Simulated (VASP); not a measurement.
# Nb (Pm-3m) in VASP: settings compared

Nb is run at these levels: PBE, HSE06; tasks: single point.

Everything below comes from runs of VASP 6.6.1. Logs are shortened: lines on timing, memory, paths and dates and some standing lists are left out, and cuts for length are marked.

## 1. The cell of the first run

It takes space group Pm-3m (No. 221, cubic). Conventional cell: a = 2.720 Å, b = 2.720 Å, c = 2.720 Å, α = 90.00°, β = 90.00°, γ = 90.00°. Within 3.6 Å of Nb (site symmetry m-3m) lie 6 Nb at 2.72 Å.

This isn't the form of Nb at room conditions, which is bcc.

## 2. Single point, PBE, non-collinear spin, zero start, spin-orbit coupling

Input file INCAR:

```
  PREC = Accurate
  ENCUT = 520
  EDIFF = 1E-6
  ISMEAR = 0
  SIGMA = 0.005
  LREAL = False
  LASPH = True
  NELM = 150
  ALGO = Normal
  ISIF = 2
  LWAVE = False
  LCHARG = False
  MAGMOM = 0 0 0
  LORBIT = 11
  LSORBIT = True
  GGA_COMPAT = False
  LORBMOM = True
  LMAXMIX = 4
  GGA = PE
  NBANDS = 24
```

Input file KPOINTS:

```
regular mesh
0
Gamma
  8 8 8
```

Input file POSCAR:

```
Nb
1.0
    2.7196400000      0.0000000000      0.0000000000
    0.0000000000      2.7196400000      0.0000000000
    0.0000000000      0.0000000000      2.7196400000
Nb
1
Direct
    0.5000000000      0.5000000000      0.5000000000
```

Potentials or basis: VASP PAW PBE potentials, release 64 (Nb_sv).

Run with:

```console
> cat potpaw_PBE.64/Nb_sv/POTCAR > POTCAR
> mpirun -np 1 vasp_ncl > vasp.out
```

OUTCAR:

```text
PREC = Accurate
   ENCUT = 520
   EDIFF = 1E-6
   ISMEAR = 0
   LREAL = False
   LASPH = True
   NELM = 150
   ISIF = 2
   LORBIT = 11
   LSORBIT = True
   GGA = PE

 ion  position               nearest neighbor table
   1  0.500  0.500  0.500-

  LATTYP: Found a simple cubic cell.
 ALAT       =     2.7196400000

  Lattice vectors:

 A1 = (   2.7196400000,   0.0000000000,   0.0000000000)
 A2 = (   0.0000000000,   2.7196400000,   0.0000000000)
 A3 = (   0.0000000000,   0.0000000000,   2.7196400000)

Analysis of symmetry for initial positions (statically):
=====================================================================
 Subroutine PRICEL returns:
 Original cell was already a primitive cell.

 Routine SETGRP: Setting up the symmetry group for a
 simple cubic supercell.

 Subroutine GETGRP returns: Found 48 space group operations
 (whereof 48 operations were pure point group operations)
 out of a pool of 48 trial point group operations.

The static configuration has the point symmetry O_h .

Analysis of symmetry for dynamics (positions and initial velocities):
=====================================================================
 Subroutine PRICEL returns:
 Original cell was already a primitive cell.

 Routine SETGRP: Setting up the symmetry group for a
 simple cubic supercell.

 Subroutine GETGRP returns: Found 48 space group operations
 (whereof 48 operations were pure point group operations)
 out of a pool of 48 trial point group operations.

The dynamic configuration has the point symmetry O_h .

Analysis of structural, dynamic, and magnetic symmetry:
=====================================================================
 Subroutine PRICEL returns:
 Original cell was already a primitive cell.

 Routine SETGRP: Setting up the symmetry group for a
 simple cubic supercell.

 Subroutine GETGRP returns: Found 48 space group operations
 (whereof 48 operations were pure point group operations)
 out of a pool of 48 trial point group operations.

The overall configuration has the point symmetry O_h .

 Subroutine INISYM returns: Found 48 space group operations
 (whereof 48 operations are pure point group operations),
 and found     1 'primitive' translations

----------------------------------------------------------------------------------------

                                     Primitive cell

  volume of cell :      20.1157

  direct lattice vectors                    reciprocal lattice vectors
     2.719640000  0.000000000  0.000000000     0.367695724  0.000000000  0.000000000
     0.000000000  2.719640000  0.000000000     0.000000000  0.367695724  0.000000000
     0.000000000  0.000000000  2.719640000     0.000000000  0.000000000  0.367695724

  length of vectors
     2.719640000  2.719640000  2.719640000     0.367695724  0.367695724  0.367695724

  position of ions in fractional coordinates (direct lattice)
     0.500000000  0.500000000  0.500000000

  ion indices of the primitive-cell ions
   primitive index   ion index
                 1           1

----------------------------------------------------------------------------------------

 KPOINTS: regular mesh

Automatic generation of k-mesh.
 Grid dimensions read from file:
 generate k-points for:    8    8    8

 Generating k-lattice:

  Cartesian coordinates                     Fractional coordinates (reciprocal lattice)
     0.045961966  0.000000000  0.000000000     0.125000000  0.000000000  0.000000000
     0.000000000  0.045961966  0.000000000     0.000000000  0.125000000  0.000000000
     0.000000000  0.000000000  0.045961966     0.000000000  0.000000000  0.125000000

  Length of vectors
     0.045961966  0.045961966  0.045961966

  Shift w.r.t. Gamma in fractional coordinates (k-lattice)
     0.000000000  0.000000000  0.000000000

 Subroutine IBZKPT returns following result:
[... 44 lines left out ...]
   LNONCOLLINEAR =      T non collinear calculations
   LSORBIT =      T    spin-orbit coupling
   LASPH  =      T    aspherical Exc in radial PAW
   ENCUT  =  520.0 eV  38.22 Ry    6.18 a.u.   5.06  5.06  5.06*2*pi/ulx,y,z
   NELM   =    150;   NELMIN=  2; NELMDL= -5     # of ELM steps
   EDIFF  = 0.1E-05   stopping-criterion for ELM
   LREAL  =      F    real-space projection
   EDIFFG = 0.1E-04   stopping-criterion for IOM
   NSW    =      0    number of steps for IOM
   IBRION =     -1    ionic relax: 0-MD 1-quasi-New 2-CG
   NFREE  =      0    steps in history (QN), initial steepest desc. (CG)
   ISIF   =      2    stress and relaxation
   ISYM   =      2    0-nonsym 1-usesym 2-fastsym
   POTIM  = 0.5000    time-step for ionic-motion
   TEBEG  =    0.0;   TEEND  =   0.0 temperature during run
   PSTRESS=    0.0 pullay stress
   NELECT =      13.0000    total number of electrons
   NUPDOWN=      -1.0000    fix difference up-down
   EMIN   =  10.00;   EMAX   =-10.00  energy-range for DOS
   EFERMI =   0.00;   METHOD = LEGACY
   ISMEAR =     0;   SIGMA  =   0.01  broadening in eV -4-tet -1-fermi 0-gaus
   EFERMI_NEDOS =   21; number of points for ismear=-14 and -15
   IALGO  =     38    algorithm
   IMIX   =      4    mixing-type and parameters
     AMIX     =   0.40;   BMIX     =  1.00
     AMIX_MAG =   1.60;   BMIX_MAG =  1.00
  volume/ion in A,a.u.               =      20.12       135.75
  Fermi-wavevector in a.u.,A,eV,Ry     =   1.415396  2.674710 27.257162  2.003345
  Thomas-Fermi vector in A             =   2.536839
   LORBIT       =     11    0 simple, 1 ext, 2 COOP (PROOUT), +10 PAW based schemes
   GGA     = PE    functional components
   LHFCALC =     F    Hartree Fock is set to
   AEXX    =    0.0000 exact exchange contribution
   IVDW    =     0    specifies the selected vdW correction
   LEPSILON=     F    determine dielectric tensor
   LRPA    =     F    only Hartree local field effects (RPA)
 Gauss-broadening in eV      SIGMA  =   0.01
  energy-cutoff  :      520.00
  volume of cell :       20.12
 maximum number of plane-waves:      1108
   NGX = 11   NGY = 11   NGZ = 11

 number of electron      12.9999998 magnetization       0.0000000      0.0000000      0.0000000

 number of electron      12.9999998 magnetization      -0.0000000     -0.0000000     -0.0000000

 Free energy of the ion-electron system (eV)
  ---------------------------------------------------
  ext. energy  EPLUGINS =         0.00000000
  ---------------------------------------------------
  free energy    TOTEN  =        -9.36846299 eV

  energy without entropy =       -9.36841218  energy(sigma->0) =       -9.36843759

 E-fermi :   9.9228     XC(G=0): -11.8218

 val. band max:        9.8989992353   @ k =   0.5000   0.2500   0.2500
 cond. band min:       9.9277303098   @ k =   0.3750   0.2500   0.2500
 fundamental gap:      0.0287310745
 Fermi energy:         9.9228407019

 k-point     1 :       0.0000    0.0000    0.0000
  band No.  band energies     occupation
      1     -44.8906      1.00000
      2     -44.8906      1.00000
      3     -21.6086      1.00000
      4     -21.6086      1.00000
      5     -19.4837      1.00000
      6     -19.4837      1.00000
[... 637 lines left out ...]
     23      23.2249      0.00000
     24      23.2249      0.00000

 [... further k-points ...]

------------------------ aborting loop because EDIFF is reached ----------------------------------------

  FORCE on cell =-STRESS in cart. coord.  units (eV):
  Direction    XX          YY          ZZ          XY          YZ          ZX
  --------------------------------------------------------------------------------------
  -------------------------------------------------------------------------------------
  Total       -0.2321122     -0.2321122     -0.2321122      0.0000000     -0.0000000      0.0000000
  in kB      -18.4873369    -18.4873369    -18.4873369      0.0000000     -0.0000000      0.0000000
  external PRESSURE =     -18.4873369 kB  Pullay stress =       0.0000000 kB

 VOLUME and BASIS-vectors are now :
 -----------------------------------------------------------------------------
  energy-cutoff  :      520.00
  volume of cell :       20.12
      direct lattice vectors                 reciprocal lattice vectors
     2.719640000  0.000000000  0.000000000     0.367695724  0.000000000  0.000000000
     0.000000000  2.719640000  0.000000000     0.000000000  0.367695724  0.000000000
     0.000000000  0.000000000  2.719640000     0.000000000  0.000000000  0.367695724

 POSITION                                       TOTAL-FORCE (eV/Angst)
 -----------------------------------------------------------------------------------
      1.35982      1.35982      1.35982         0.000000      0.000000      0.000000
 -----------------------------------------------------------------------------------
    total drift:                                0.000000      0.000000      0.000000

  FREE ENERGIE OF THE ION-ELECTRON SYSTEM (eV)
  ---------------------------------------------------
  free  energy   TOTEN  =        -9.3684629941 eV

  energy  without entropy=       -9.3684121776  energy(sigma->0) =       -9.36843759

 orbital moment (x)

 # of ion     p       d       tot
 ----------------------------------------
  1         0.000  -0.000  -0.000
 ----------------------------------------
            0.000  -0.000  -0.000

 orbital moment (y)

 # of ion     p       d       tot
 ----------------------------------------
  1         0.000  -0.000  -0.000
 ----------------------------------------
            0.000  -0.000  -0.000

 orbital moment (z)

 # of ion     p       d       tot
 ----------------------------------------
  1         0.000   0.000   0.000
 ----------------------------------------
            0.000   0.000   0.000

 Spin-Orbit-Coupling matrix elements

 Ion:    1  E_soc:     -0.1753642
 l=   1
     0.0000000    -0.0268558    -0.0268558
    -0.0268558     0.0000000    -0.0268558
    -0.0268558    -0.0268558     0.0000000
 l=   2
     0.0000000    -0.0002921     0.0000000    -0.0002921    -0.0020794
    -0.0002921     0.0000000    -0.0015596    -0.0002921    -0.0005199
     0.0000000    -0.0015596     0.0000000    -0.0015596     0.0000000
    -0.0002921    -0.0002921    -0.0015596     0.0000000    -0.0005199
    -0.0020794    -0.0005199     0.0000000    -0.0005199     0.0000000
 l=   3
     0.0000000     0.0000000     0.0000000     0.0000000     0.0000000     0.0000000     0.0000000
     0.0000000     0.0000000     0.0000000     0.0000000     0.0000000     0.0000000     0.0000000
     0.0000000     0.0000000     0.0000000     0.0000000     0.0000000     0.0000000     0.0000000
     0.0000000     0.0000000     0.0000000     0.0000000     0.0000000     0.0000000     0.0000000
     0.0000000     0.0000000     0.0000000     0.0000000     0.0000000     0.0000000     0.0000000
     0.0000000     0.0000000     0.0000000     0.0000000     0.0000000     0.0000000     0.0000000
     0.0000000     0.0000000     0.0000000     0.0000000     0.0000000     0.0000000     0.0000000

 total charge

# of ion       s       p       d       tot
------------------------------------------
    1        2.234   5.958   2.617  10.808

 magnetization (x)

# of ion       s       p       d       tot
------------------------------------------
    1       -0.000  -0.000  -0.000  -0.000

 magnetization (y)

# of ion       s       p       d       tot
------------------------------------------
    1        0.000   0.000  -0.000   0.000

 magnetization (z)

# of ion       s       p       d       tot
------------------------------------------
    1        0.000   0.000  -0.000  -0.000
```

Run time: 53 s. Hardware: 1 thread of Intel Xeon 8259CL, shared host; peak memory 0.17 GiB.

Results:

| Item | Value |
| --- | --- |
| Free energy | -9.3685 eV |
| Pressure | -1.8 GPa |
| Net moment | 0.00 μB per cell |
| Valence electrons inside the program's atomic spheres | Nb 10.81 |

Moments on the atoms (μB; x, y, z):
```
Nb  0.00 0.00 0.00
```

[end of part 1 of 2]
